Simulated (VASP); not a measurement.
# AlN (I4/mmm) in VASP: a series of runs

The runs below take AlN through electric field gradients, with PBE.

Program: VASP 6.6.1. These are calculated values, not measurements. Logs are shortened: lines on timing, memory, paths and dates and some standing lists are left out, and cuts for length are marked.

### Step 1. The cell of the first run

It takes space group I4/mmm (No. 139, tetragonal). The conventional cell has a = 2.741 Å, b = 2.741 Å, c = 3.956 Å, α = 90.00°, β = 90.00°, γ = 90.00°. Al (site symmetry 4/mmm) has 6 N at 1.94 to 1.98 Å within 2.6 Å. N (site symmetry 4/mmm) has 6 Al at 1.94 to 1.98 Å within 2.6 Å.

### Step 2. Electric field gradients, PBE (equal xx and yy strain of -2 %)

INCAR reads:

```
PREC = Accurate
ENCUT = 520
EDIFF = 1E-8
ISMEAR = -1
SIGMA = 0.02
LREAL = F
LASPH = T
NELM = 120
ALGO = Normal
ISIF = 2
LWAVE = F
LCHARG = F
GGA = PE
LEFG = T
NBANDS = 11
GGA_COMPAT = F
```

KPOINTS reads:

```
regular mesh
0
Gamma
  10 10 10
```

POSCAR reads:

```
AlN
1.0
    0.0000000000      1.9384400000      1.9780000000
    1.9384400000      0.0000000000      1.9780000000
    1.9384400000      1.9384400000      0.0000000000
Al N
1 1
Direct
    0.0000000000      0.0000000000      0.0000000000
    0.5000000000      0.5000000000      0.5000000000
```

Potentials or basis: VASP PAW PBE potentials, release 64 (Al, N).

Command:

```sh
cat potpaw_PBE.64/Al/POTCAR potpaw_PBE.64/N/POTCAR > POTCAR
mpirun -np 1 vasp_std > vasp.out
```

OUTCAR:

```text
PREC = Accurate
   ENCUT = 520
   EDIFF = 1E-8
   ISMEAR = -1
   LREAL = F
   LASPH = T
   NELM = 120
   ISIF = 2
   GGA = PE

 ion  position               nearest neighbor table
   1  0.000  0.000  0.000-   2 1.94   2 1.94   2 1.94   2 1.94   2 1.98   2 1.98
   2  0.500  0.500  0.500-   1 1.94   1 1.94   1 1.94   1 1.94   1 1.98   1 1.98

  LATTYP: Found a body centered tetragonal cell.
 ALAT       =     2.7413681378
 C/A-ratio  =     1.4430750636

  Lattice vectors:

 A1 = (  -1.9384400000,   0.0000000000,   1.9780000000)
 A2 = (   1.9384400000,   0.0000000000,   1.9780000000)
 A3 = (   0.0000000000,   1.9384400000,  -1.9780000000)

Analysis of symmetry for initial positions (statically):
=====================================================================
 Subroutine PRICEL returns:
 Original cell was already a primitive cell.

 Routine SETGRP: Setting up the symmetry group for a
 body centered tetragonal supercell.

 Subroutine GETGRP returns: Found 16 space group operations
 (whereof 16 operations were pure point group operations)
 out of a pool of 16 trial point group operations.

The static configuration has the point symmetry D_4h.

Analysis of symmetry for dynamics (positions and initial velocities):
=====================================================================
 Subroutine PRICEL returns:
 Original cell was already a primitive cell.

 Routine SETGRP: Setting up the symmetry group for a
 body centered tetragonal supercell.

 Subroutine GETGRP returns: Found 16 space group operations
 (whereof 16 operations were pure point group operations)
 out of a pool of 16 trial point group operations.

The dynamic configuration has the point symmetry D_4h.

 Subroutine INISYM returns: Found 16 space group operations
 (whereof 16 operations are pure point group operations),
 and found     1 'primitive' translations

----------------------------------------------------------------------------------------

                                     Primitive cell

  volume of cell :      14.8649

  direct lattice vectors                    reciprocal lattice vectors
     0.000000000  1.938440000  1.978000000    -0.257939374  0.257939374  0.252780586
     1.938440000  0.000000000  1.978000000     0.257939374 -0.257939374  0.252780586
     1.938440000  1.938440000  0.000000000     0.257939374  0.257939374 -0.252780586

  length of vectors
     2.769482557  2.769482557  2.741368138     0.443805663  0.443805663  0.443805663

  position of ions in fractional coordinates (direct lattice)
     0.000000000  0.000000000  0.000000000
     0.500000000  0.500000000  0.500000000

  ion indices of the primitive-cell ions
   primitive index   ion index
                 1           1
                 2           2

----------------------------------------------------------------------------------------

 KPOINTS: regular mesh

Automatic generation of k-mesh.
 Grid dimensions read from file:
 generate k-points for:   10   10   10

 Generating k-lattice:

  Cartesian coordinates                     Fractional coordinates (reciprocal lattice)
    -0.025793937  0.025793937  0.025278059     0.100000000 -0.000000000  0.000000000
     0.025793937 -0.025793937  0.025278059    -0.000000000  0.100000000  0.000000000
     0.025793937  0.025793937 -0.025278059     0.000000000  0.000000000  0.100000000

  Length of vectors
     0.044380566  0.044380566  0.044380566

  Shift w.r.t. Gamma in fractional coordinates (k-lattice)
     0.000000000  0.000000000  0.000000000

 Subroutine IBZKPT returns following result:
 ===========================================

 Found    102 irreducible k-points:

 Following reciprocal coordinates:
            Coordinates               Weight
  0.000000  0.000000  0.000000      1.000000
  0.100000  0.000000  0.000000      8.000000
  0.200000  0.000000  0.000000      8.000000
  0.300000  0.000000  0.000000      8.000000
  0.400000 -0.000000  0.000000      8.000000
  0.500000  0.000000  0.000000      4.000000
[... 16 lines left out ...]
  0.300000  0.300000  0.000000      2.000000
  0.400000  0.300000  0.000000      8.000000
 [... further k-points ...]
   k-points           NKPTS =    102   k-points in BZ     NKDIM =    102   number of bands    NBANDS=     11
   number of dos      NEDOS =    301   number of ions     NIONS =      2
   total plane-waves  NPLWV =  11520
   dimension x,y,z NGX =    24 NGY =   24 NGZ =   20
   dimension x,y,z NGXF=    48 NGYF=   48 NGZF=   40
   ions per type =               1   1
   NGX,Y,Z   is equivalent  to a cutoff of  14.41, 14.41, 12.13 a.u.
   NGXF,Y,Z  is equivalent  to a cutoff of  28.81, 28.81, 24.26 a.u.
 SYSTEM =  unknown system
   PREC   = accura    normal or accurate (medium, high low for compatibility)
   ISTART =      0    job   : 0-new  1-cont  2-samecut
   ICHARG =      2    charge: 1-file 2-atom 10-const
   ISPIN  =      1    spin polarized calculation?
   LNONCOLLINEAR =      F non collinear calculations
   LSORBIT =      F    spin-orbit coupling
   LASPH  =      T    aspherical Exc in radial PAW
   ENCUT  =  520.0 eV  38.22 Ry    6.18 a.u.   5.15  5.15  5.10*2*pi/ulx,y,z
   NELM   =    120;   NELMIN=  2; NELMDL= -5     # of ELM steps
   EDIFF  = 0.1E-07   stopping-criterion for ELM
   LREAL  =      F    real-space projection
   EDIFFG = 0.1E-06   stopping-criterion for IOM
   NSW    =      0    number of steps for IOM
   IBRION =     -1    ionic relax: 0-MD 1-quasi-New 2-CG
   NFREE  =      0    steps in history (QN), initial steepest desc. (CG)
   ISIF   =      2    stress and relaxation
   ISYM   =      2    0-nonsym 1-usesym 2-fastsym
   POTIM  = 0.5000    time-step for ionic-motion
   TEBEG  =    0.0;   TEEND  =   0.0 temperature during run
   PSTRESS=    0.0 pullay stress
   NELECT =       8.0000    total number of electrons
   NUPDOWN=      -1.0000    fix difference up-down
   EMIN   =  10.00;   EMAX   =-10.00  energy-range for DOS
   EFERMI =   0.00;   METHOD = LEGACY
   ISMEAR =    -1;   SIGMA  =   0.02  broadening in eV -4-tet -1-fermi 0-gaus
   EFERMI_NEDOS =   21; number of points for ismear=-14 and -15
   IALGO  =     38    algorithm
   IMIX   =      4    mixing-type and parameters
     AMIX     =   0.40;   BMIX     =  1.00
     AMIX_MAG =   1.60;   BMIX_MAG =  1.00
  volume/ion in A,a.u.               =       7.43        50.16
  Fermi-wavevector in a.u.,A,eV,Ry     =   1.331633  2.516421 24.126476  1.773246
  Thomas-Fermi vector in A             =   2.460629
   LORBIT       =      0    0 simple, 1 ext, 2 COOP (PROOUT), +10 PAW based schemes
   GGA     = PE    functional components
   LHFCALC =     F    Hartree Fock is set to
   AEXX    =    0.0000 exact exchange contribution
   IVDW    =     0    specifies the selected vdW correction
   LEPSILON=     F    determine dielectric tensor
   LRPA    =     F    only Hartree local field effects (RPA)
 non-spin polarized calculation
  energy-cutoff  :      520.00
  volume of cell :       14.86
 maximum number of plane-waves:       412
 NGX is ok and might be reduce to    24
   NGX = 11   NGY = 11   NGZ = 11

 number of electron       8.0000000 magnetization

 Free energy of the ion-electron system (eV)
  ---------------------------------------------------
  ext. energy  EPLUGINS =         0.00000000
  ---------------------------------------------------
  free energy    TOTEN  =       -14.31320509 eV

  energy without entropy =      -14.31320509  energy(sigma->0) =      -14.31320509

 E-fermi :  11.8504     XC(G=0): -12.7898

 val. band max:       11.4869620885   @ k =   0.0000   0.0000   0.0000
 cond. band min:      16.4360185301   @ k =   0.5000   0.0000   0.5000
 fundamental gap:      4.9490564416
 Fermi energy:        11.8503909834

 k-point     1 :       0.0000    0.0000    0.0000
  band No.  band energies     occupation
      1      -7.1564      2.00000
      2      11.3528      2.00000
      3      11.3528      2.00000
      4      11.4870      2.00000
      5      18.6778      0.00000
      6      23.7127      0.00000
      7      24.0039      0.00000
      8      24.0039      0.00000
      9      29.3449      0.00000
     10      29.6384      0.00000
     11      30.3393      0.00000
[... 309 lines left out ...]
 k-point    24 :       0.4000    0.3000    0.0000
  band No.  band energies     occupation
      1      -3.8673      2.00000
      2       5.0795      2.00000
      3       8.3433      2.00000
      4       8.9618      2.00000
      5      18.0034      0.00000
      6      19.1650      0.00000
      7      24.7422      0.00000
      8      28.5323      0.00000
      9      29.3875      0.00000
     10      34.5600      0.00000
     11      37.7675      0.00000

 [... further k-points ...]
[... 5 lines left out ...]
  --------------------------------------------------------------------------------------
  -------------------------------------------------------------------------------------
  Total        4.0836482      4.0836482      3.1486312      0.0000000      0.0000000      0.0000000
  in kB      440.1471526    440.1471526    339.3683763      0.0000000      0.0000000      0.0000000
  external PRESSURE =     406.5542271 kB  Pullay stress =       0.0000000 kB

 VOLUME and BASIS-vectors are now :
 -----------------------------------------------------------------------------
  energy-cutoff  :      520.00
  volume of cell :       14.86
      direct lattice vectors                 reciprocal lattice vectors
     0.000000000  1.938440000  1.978000000    -0.257939374  0.257939374  0.252780586
     1.938440000  0.000000000  1.978000000     0.257939374 -0.257939374  0.252780586
     1.938440000  1.938440000  0.000000000     0.257939374  0.257939374 -0.252780586

 POSITION                                       TOTAL-FORCE (eV/Angst)
 -----------------------------------------------------------------------------------
      0.00000      0.00000      0.00000        -0.000000     -0.000000     -0.000000
      1.93844      1.93844      1.97800         0.000000      0.000000      0.000000
 -----------------------------------------------------------------------------------
    total drift:                               -0.000000     -0.000000      0.000000

  FREE ENERGIE OF THE ION-ELECTRON SYSTEM (eV)
  ---------------------------------------------------
  free  energy   TOTEN  =       -14.3132050887 eV

  energy  without entropy=      -14.3132050887  energy(sigma->0) =      -14.31320509

 Electric field gradients (V/A^2)
---------------------------------------------------------------------
 ion       V_xx      V_yy      V_zz      V_xy      V_xz      V_yz
---------------------------------------------------------------------
   1      -4.311    -4.311     8.622    -0.000     0.000     0.000
   2      -1.539    -1.539     3.078     0.000     0.001     0.001
---------------------------------------------------------------------

 Electric field gradients after diagonalization (V/A^2)
 (convention: |V_zz| > |V_xx| > |V_yy|)
----------------------------------------------------------------------
 ion       V_xx      V_yy      V_zz     asymmetry (V_yy - V_xx)/ V_zz
----------------------------------------------------------------------
   1      -4.311    -4.311     8.622       0.000
   2      -1.539    -1.539     3.078       0.000
----------------------------------------------------------------------

           NMR quadrupolar parameters

 Cq : quadrupolar parameter    Cq=e*Q*V_zz/h
 eta: asymmetry parameters     (V_yy - V_xx)/ V_zz
 Q  : nuclear electric quadrupole moment in mb (millibarn)
----------------------------------------------------------------------
 ion       Cq(MHz)       eta       Q (mb)
----------------------------------------------------------------------
   1       0.021       0.000       1.000
   2       0.007       0.000       1.000
----------------------------------------------------------------------
```

Wall time 6.9 s (1 thread of Intel Xeon 6975P-C (Granite Rapids), shared host); peak memory 0.14 GiB.

Results:

```yaml
Free_energy: -14.3132 eV
Pressure: 40.7 GPa
Band_gap_on_the_k_mesh: 4.95 eV (least direct gap 7.19 eV)
Largest_electric_field_gradient_by_atom: Al +8.6; N +3.1 V/Å²
```

Electric field gradients, principal values (V/Å²):
```csv
atom,least,middle,greatest (by size)
1 Al,-4.311,-4.311,8.622
2 N,-1.539,-1.539,3.078
```

Caveat: the cell differs from its parent crystal (equal xx and yy strain of -2 %); the cell stands under pressure; without QUAD_EFG the Cq values of the log hold for a quadrupole moment of 1 mb, not for the nuclei. A k mesh can miss the band edges.

### Step 3. Electric field gradients, PBE (equal xx and yy strain of +1 %)

INCAR reads:

```
PREC     = Accurate       # precision mode
ENCUT    = 520            # plane-wave cutoff, eV
EDIFF    = 1E-8           # SCF threshold, eV
ISMEAR   = -1             # smearing method
SIGMA    = 0.02           # smearing width, eV
LREAL    = F              # projectors in reciprocal space
LASPH    = T              # aspherical terms in the spheres
NELM     = 120            # most SCF steps
ALGO     = Normal         # electronic algorithm
ISIF     = 2              # what is computed and relaxed
LWAVE    = F              # write WAVECAR
LCHARG   = F              # write CHGCAR
GGA      = PE             # functional
LEFG     = T            
NBANDS   = 11             # bands
GGA_COMPAT= F
```

KPOINTS reads:

```
Automatic mesh
0
Gamma
  10 10 10
```

POSCAR reads:

```
AlN
1.0
    0.0000000000      1.9977800000      1.9780000000
    1.9977800000      0.0000000000      1.9780000000
    1.9977800000      1.9977800000      0.0000000000
Al N
1 1
Direct
    0.0000000000      0.0000000000      0.0000000000
    0.5000000000      0.5000000000      0.5000000000
```

Potentials or basis: VASP PAW PBE potentials, release 64 (Al, N).

Command:

```sh
cat potpaw_PBE.64/Al/POTCAR potpaw_PBE.64/N/POTCAR > POTCAR
mpirun -np 1 vasp_std > vasp.out
```

OUTCAR:

```text
PREC = Accurate
   ENCUT = 520
   EDIFF = 1E-8
   ISMEAR = -1
   LREAL = F
   LASPH = T
   NELM = 120
   ISIF = 2
   GGA = PE

 ion  position               nearest neighbor table
   1  0.000  0.000  0.000-   2 1.98   2 1.98   2 2.00   2 2.00   2 2.00   2 2.00
   2  0.500  0.500  0.500-   1 1.98   1 1.98   1 2.00   1 2.00   1 2.00   1 2.00

  LATTYP: Found a body centered tetragonal cell.
 ALAT       =     2.8252875706
 C/A-ratio  =     1.4002114479

  Lattice vectors:

 A1 = (   0.0000000000,  -1.9977800000,  -1.9780000000)
 A2 = (   0.0000000000,   1.9977800000,  -1.9780000000)
 A3 = (   1.9977800000,   0.0000000000,   1.9780000000)

Analysis of symmetry for initial positions (statically):
=====================================================================
 Subroutine PRICEL returns:
 Original cell was already a primitive cell.

 Routine SETGRP: Setting up the symmetry group for a
 body centered tetragonal supercell.

 Subroutine GETGRP returns: Found 16 space group operations
 (whereof 16 operations were pure point group operations)
 out of a pool of 16 trial point group operations.

The static configuration has the point symmetry D_4h.

Analysis of symmetry for dynamics (positions and initial velocities):
=====================================================================
 Subroutine PRICEL returns:
 Original cell was already a primitive cell.

 Routine SETGRP: Setting up the symmetry group for a
 body centered tetragonal supercell.

 Subroutine GETGRP returns: Found 16 space group operations
 (whereof 16 operations were pure point group operations)
[... 163 lines left out ...]
      5      16.9151      0.00000
      6      22.8345      0.00000
      7      22.8345      0.00000
      8      22.9713      0.00000
      9      28.1460      0.00000
     10      28.5242      0.00000
     11      28.8653      0.00000
[... 309 lines left out ...]
 k-point    24 :       0.4000    0.3000    0.0000
  band No.  band energies     occupation
      1      -4.2045      2.00000
      2       4.5357      2.00000
      3       7.6224      2.00000
      4       8.1403      2.00000
      5      16.9046      0.00000
      6      17.6693      0.00000
      7      23.3761      0.00000
      8      26.6678      0.00000
      9      27.5126      0.00000
     10      32.8511      0.00000
     11      36.1126      0.00000

 [... further k-points ...]
[... 5 lines left out ...]
  --------------------------------------------------------------------------------------
  -------------------------------------------------------------------------------------
  Total        1.7081319      1.7081319      2.0814630      0.0000000      0.0000000      0.0000000
  in kB      173.3326492    173.3326492    211.2164205      0.0000000      0.0000000      0.0000000
  external PRESSURE =     185.9605730 kB  Pullay stress =       0.0000000 kB

 VOLUME and BASIS-vectors are now :
 -----------------------------------------------------------------------------
  energy-cutoff  :      520.00
  volume of cell :       15.79
      direct lattice vectors                 reciprocal lattice vectors
     0.000000000  1.997780000  1.978000000    -0.250277808  0.250277808  0.252780586
     1.997780000  0.000000000  1.978000000     0.250277808 -0.250277808  0.252780586
     1.997780000  1.997780000  0.000000000     0.250277808  0.250277808 -0.252780586

 POSITION                                       TOTAL-FORCE (eV/Angst)
 -----------------------------------------------------------------------------------
      0.00000      0.00000      0.00000        -0.000000      0.000000      0.000000
      1.99778      1.99778      1.97800         0.000000     -0.000000     -0.000000
 -----------------------------------------------------------------------------------
    total drift:                               -0.000000     -0.000000      0.000000

  FREE ENERGIE OF THE ION-ELECTRON SYSTEM (eV)
  ---------------------------------------------------
  free  energy   TOTEN  =       -14.4860850855 eV

  energy  without entropy=      -14.4860850855  energy(sigma->0) =      -14.48608509

 Electric field gradients (V/A^2)
---------------------------------------------------------------------
 ion       V_xx      V_yy      V_zz      V_xy      V_xz      V_yz
---------------------------------------------------------------------
   1       1.999     1.999    -3.998     0.000     0.000     0.000
   2       0.660     0.660    -1.321     0.000     0.000     0.000
---------------------------------------------------------------------

 Electric field gradients after diagonalization (V/A^2)
 (convention: |V_zz| > |V_xx| > |V_yy|)
----------------------------------------------------------------------
 ion       V_xx      V_yy      V_zz     asymmetry (V_yy - V_xx)/ V_zz
----------------------------------------------------------------------
   1       1.999     1.999    -3.998       0.000
   2       0.661     0.660    -1.321       0.000
----------------------------------------------------------------------

           NMR quadrupolar parameters

 Cq : quadrupolar parameter    Cq=e*Q*V_zz/h
 eta: asymmetry parameters     (V_yy - V_xx)/ V_zz
 Q  : nuclear electric quadrupole moment in mb (millibarn)
----------------------------------------------------------------------
 ion       Cq(MHz)       eta       Q (mb)
----------------------------------------------------------------------
   1      -0.010       0.000       1.000
   2      -0.003       0.000       1.000
----------------------------------------------------------------------
```

stdout:

```text
POSCAR found type information on POSCAR AlN
 POSCAR found :  2 types and       2 ions
 scaLAPACK will be used
 LDA part: xc-table for (Slater+PW92), standard interpolation
 POSCAR, INCAR and KPOINTS ok, starting setup
 FFT: planning ... GRIDC
 FFT: planning ... GRID_SOFT
 FFT: planning ... GRID
 WAVECAR not read
 entering main loop
ion   1

ion   2
```

It took 8.3 s on 1 thread of Intel Xeon 6975P-C (Granite Rapids), shared host; peak memory 0.14 GiB.

Results:

- Free energy: -14.4861 eV
- Pressure: 18.6 GPa
- Band gap on the k mesh: 4.97 eV (least direct gap 6.33 eV)
- Largest electric field gradient by atom: Al -4.0; N -1.3 V/Å²

Stress tensor (GPa, compression positive):
```
17.33  0.00  0.00
 0.00 17.33  0.00
 0.00  0.00 21.12
```

Electric field gradients, principal values (V/Å²):
```csv
atom,least,middle,greatest (by size)
1 Al,1.999,1.999,-3.998
2 N,0.660,0.661,-1.321
```

Caveat: the cell differs from its parent crystal (equal xx and yy strain of +1 %); the cell stands under pressure; without QUAD_EFG the Cq values of the log hold for a quadrupole moment of 1 mb, not for the nuclei. A k mesh can miss the band edges.
